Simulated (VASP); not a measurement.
NaMg2Si2:

```
Na Mg Si
1.0
     3.72123    0.00000    0.00000
    -1.86061    3.22268    0.00000
     0.00000    0.00000    6.65069
Na Mg Si
1 2 2
Direct
  0.00000 0.00000 0.00000
  0.33333 0.66667 0.61665
  0.66667 0.33333 0.38335
  0.66667 0.33333 0.71801
  0.33333 0.66667 0.28199
```

The cell was generated, and may not be a known phase.

```yaml
Program: VASP 6.6.1
Task: relaxation of cell and atoms
Functional: PBE
Potentials_or_basis: VASP PAW PBE potentials, release 64 (Na_pv, Mg, Si)
Cutoff: 600 eV
k_mesh: 6 × 6 × 4
Occupations: gaussian, width 0.1 eV
Spin: no spin polarisation
```

At the start: pressure 46.9 GPa; volume 15.95 Å³/atom.

Question: How do energy, volume and symmetry change on relaxing?

Answer: Over 42 steps the energy falls by 1174.5 meV/atom and the volume is 22.16 Å³/atom (+38.9 %); space group P-3m1 (No. 164, to 0.1 Å) before and after.

Step by step:
```csv
step,energy change (eV),largest force (eV/Å),pressure (GPa),volume (Å³)
1,0.0000,5.1635,46.94,79.76
3,-5.2331,0.0969,0.89,122.25
5,-5.2373,0.1309,0.26,124.02
7,-5.3105,0.2822,-0.27,125.46
9,-5.3336,0.3609,-0.12,124.74
11,-5.4728,0.6454,1.86,115.54
13,-5.4311,1.1994,3.15,111.13
15,-5.4436,1.2165,3.14,110.86
17,-5.4982,1.2904,3.09,109.58
19,-5.5668,0.9913,4.27,103.77
21,-5.5906,1.1709,3.77,104.96
23,-5.7488,0.5899,1.56,108.67
25,-5.7935,0.1776,-0.21,112.73
27,-5.7957,0.1649,-0.05,112.31
29,-5.8104,0.1740,0.21,111.50
31,-5.8264,0.2243,1.40,108.20
33,-5.8320,0.2101,1.01,109.17
35,-5.8517,0.1578,0.51,110.04
37,-5.8634,0.0633,-0.21,111.35
39,-5.8715,0.0674,0.07,110.51
41,-5.8719,0.0506,0.00,110.61
42,-5.8726,0.0133,-0.09,110.80
```

Final structure:
```cif
data_structure
_symmetry_space_group_name_H-M 'P 1'
_symmetry_Int_Tables_number 1
_cell_length_a 4.7296
_cell_length_b 4.7296
_cell_length_c 5.7195
_cell_angle_alpha 90.000
_cell_angle_beta 90.000
_cell_angle_gamma 120.000
_cell_volume 110.80
loop_
_atom_site_label
_atom_site_type_symbol
_atom_site_fract_x
_atom_site_fract_y
_atom_site_fract_z
_atom_site_occupancy
Na1 Na 0.00000 0.00000 0.00000 1
Mg1 Mg 0.33333 0.66667 0.68429 1
Mg2 Mg 0.66667 0.33333 0.31571 1
Si1 Si 0.66667 0.33333 0.78953 1
Si2 Si 0.33333 0.66667 0.21047 1
```

Caveat: the volume moved by over 15 % at a fixed basis, so the end points are rough.
